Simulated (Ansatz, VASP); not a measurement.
**One calculation of Hf4F3, two programs**

```xyz
7
Lattice="2.7555 -1.5913 0.0007 2.7555 1.5913 0.0007 -0.3034 0.0000 14.8620" Properties=species:S:1:pos:R:3 pbc="T T T"
Hf    4.4197    0.0000   12.6872
Hf    1.0478    0.0000    1.9882
Hf    2.8846    0.0000    4.3613
Hf    2.5831    0.0000   10.2907
F     4.7219    0.0000    0.6161
F     1.0467    0.0000    5.7565
F     4.4208    0.0000    8.8912
```

Change from the starting cell: the structure that the rattled cell fell into.

Alike in both runs: functional PBE; k mesh 12 × 12 × 2; occupations gaussian, width 0.1 eV; no spin polarisation.

Ansatz relaxed the structure, and its values are those at the end. VASP's run is a single point on that final structure, the one shown.

```csv
,VASP,Ansatz
version,VASP 6.6.1,Ansatz 0.2.0
potentials or method,"VASP PAW PBE potentials, release 64 (Hf_pv, F), cutoff 520 eV","scalar-relativistic, plane waves, PAW"
valence electrons in the cell,61,125
```

|  | VASP | Ansatz | Ansatz less VASP |
| --- | --- | --- | --- |
| gap on the k mesh at the Fermi level (eV) | none | none | - |
| pressure (GPa) | -1.1 | 0.0 | +1.08 |
| rms of the force components (eV/Å) | 0.052 | 0.001 | -0.0510 |

A gap of «none» marks a metal or a gap that the smearing closes. VASP's potentials hold 61 valence electrons a cell and Ansatz's 125, so a difference there can come from the potentials and not from the codes.

Spin-orbit coupling is off throughout.
